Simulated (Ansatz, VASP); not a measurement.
Co in VASP and in Ansatz

```
Co
1.0
     2.51925    0.00000    0.00000
    -1.25963    2.18174    0.00000
     0.00000    0.00000    4.06944
Co
2
Direct
  0.33333 0.66667 0.25000
  0.66667 0.33333 0.75000
```

Alike in both runs: functional RPBE; k mesh 14 × 14 × 8; occupations fermi-dirac, width 0.05 eV; collinear spin.

Ansatz relaxed the structure, and its values are those at the end. VASP's run is a single point on that final structure, the one shown.

|  | VASP | Ansatz |
| --- | --- | --- |
| version | VASP 6.6.1 | Ansatz 0.2.0 |
| potentials or method | VASP PAW PBE potentials, release 64 (Co), cutoff 520 eV | plane waves (420 eV) with PAW, scalar-relativistic |
| valence electrons in the cell | 18 | 34 |

Ansatz gave:

```
pressure (GPa)                                                : 0.0
net moment per atom (μB)                                      : 1.66
size of the moment on the site where the two differ most (μB) : 1.74
```

Estimate VASP's values.

pressure (GPa): -0.7; net moment per atom (μB): 1.64; size of the moment on the site where the two differ most (μB): 1.67.

VASP's potentials were made for PBE, not for RPBE. Site moments also hang on the region over which each program counts them. With one functional, cell and mesh, what is left measures potentials, basis and numerics. VASP's potentials hold 18 valence electrons a cell and Ansatz's 34, so a difference there can come from the potentials and not from the codes.
